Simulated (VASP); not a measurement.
Here is a VASP 6.6.1 calculation.

The input INCAR:

```
SYSTEM = La
  PREC = Accurate
  ENCUT = 600
  EDIFF = 1E-7
  ISMEAR = -1
  SIGMA = 0.05
  LREAL = .FALSE.
  LASPH = .TRUE.
  NELM = 80
  ALGO = Fast
  ISIF = 3
  LWAVE = .FALSE.
  LCHARG = .FALSE.
  GGA = PS
  IBRION = 2
  NSW = 60
  EDIFFG = -0.01
  PSTRESS = 50.0
```

Contents of KPOINTS:

```
regular mesh
0
G
  8 8 5
  0 0 0
```

The input POSCAR:

```
La
1.0
    3.7500000000      0.0000000000      0.0000000000
   -1.8750000000      3.2475952642      0.0000000000
    0.0000000000      0.0000000000      6.0700000000
La
2
Direct
    0.6666666667      0.3333333333      0.7500000000
    0.3333333333      0.6666666667      0.2500000000
```

Potentials or basis: VASP PAW PBE potentials, release 64 (La).

Run with:

```console
$ cat potpaw_PBE.64/La/POTCAR > POTCAR
$ mpirun -np 1 vasp_std > vasp.out
```

(1) What does it give for the relaxed volume?

(2) Predict the relaxed cell.

## Answers

(1) 29.43 Å³/atom.

(2) a = 3.451 Å, b = 3.451 Å, c = 5.706 Å, α = 90.00°, β = 90.00°, γ = 120.00°.

Caveat: the cell is relaxed towards a set pressure, so the run minimises the enthalpy, not the energy; the volume moved by over 15 % at a fixed basis, so the end points are rough; the PAW data sets were made with another functional, which shifts forces and pressure a little.
